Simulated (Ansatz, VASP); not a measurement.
**SrCl2: VASP beside Ansatz**

The input POSCAR:

```
SrCl2
1.0
    0.0000000000      3.4977180859      3.4977180859
    3.4977180859      0.0000000000      3.4977180859
    3.4977180859      3.4977180859      0.0000000000
Sr Cl
1 2
Direct
    0.0000000000      0.0000000000      0.0000000000
    0.2500000000      0.2500000000      0.2500000000
    0.7500000000      0.7500000000      0.7500000000
```

The input INCAR.step1:

```
  PREC = Accurate
  ENCUT = 520
  EDIFF = 1E-5
  ISMEAR = 0
  SIGMA = 0.01
  LREAL = False
  LASPH = True
  NELM = 60
  ALGO = Normal
  ISIF = 2
  LWAVE = True
  GGA = PE
  NBANDS = 19
```

The input INCAR.step2:

```
  PREC = Accurate
  ENCUT = 520
  EDIFF = 1E-6
  ISMEAR = 0
  SIGMA = 0.01
  LREAL = False
  LASPH = True
  NELM = 60
  ALGO = Normal
  ISIF = 2
  LWAVE = False
  LCHARG = True
  GGA = PE
  LHFCALC = True
  AEXX = 0.4
  HFSCREEN = 0.5
  PRECFOCK = Normal
  LELF = True
  LVHAR = True
  ISTART = 1
  NBANDS = 19
```

The input KPOINTS:

```
Automatic mesh
0
Gamma
  4 4 4
```

Input for Ansatz:

```yaml
crystal:
  lattice:
    - [0.0, 3.4977180859, 3.4977180859]
    - [3.4977180859, 0.0, 3.4977180859]
    - [3.4977180859, 3.4977180859, 0.0]
  atoms:
    - { symbol: Sr, position: [0.0, 0.0, 0.0] }
    - { symbol: Cl, position: [0.25, 0.25, 0.25] }
    - { symbol: Cl, position: [0.75, 0.75, 0.75] }
kpoints:
  mp_grid: { grid: [4, 4, 4] }
hamiltonian:
  xc: { exchange: pbe, correlation: pbe, exx: { coeff: 0.4, omega: 0.5 } }
scf:
  occupations: { method: fixed }
  n_extra_bands: 4
output:
  forces: true
  stress: true
  eigenvalues: true
```

Alike in both runs: task single point; functional PBE-based screened hybrid; k mesh 4 × 4 × 4; no spin polarisation.

|  | VASP | Ansatz |
| --- | --- | --- |
| version | VASP 6.6.1 | Ansatz 0.2.0 |
| potentials or method | VASP PAW PBE potentials, release 64 (Sr_sv, Cl) | plane waves |
| plane-wave cutoff (eV) | 520 | 420 |
| occupations | gaussian, width 0.01 eV | fixed |
| valence electrons in the cell | 24 | 24 |

Ansatz gave:

* gap on the k mesh at the Fermi level (eV): 6.41
* pressure (GPa): 0.0

Problem. Which values does VASP return?

Solution. gap on the k mesh at the Fermi level (eV): 6.40; pressure (GPa): 0.0.

VASP's potentials were made for PBE, not for PBE-based screened hybrid. Ansatz's warnings: stress exchange threshold loose, stress scf threshold loose.
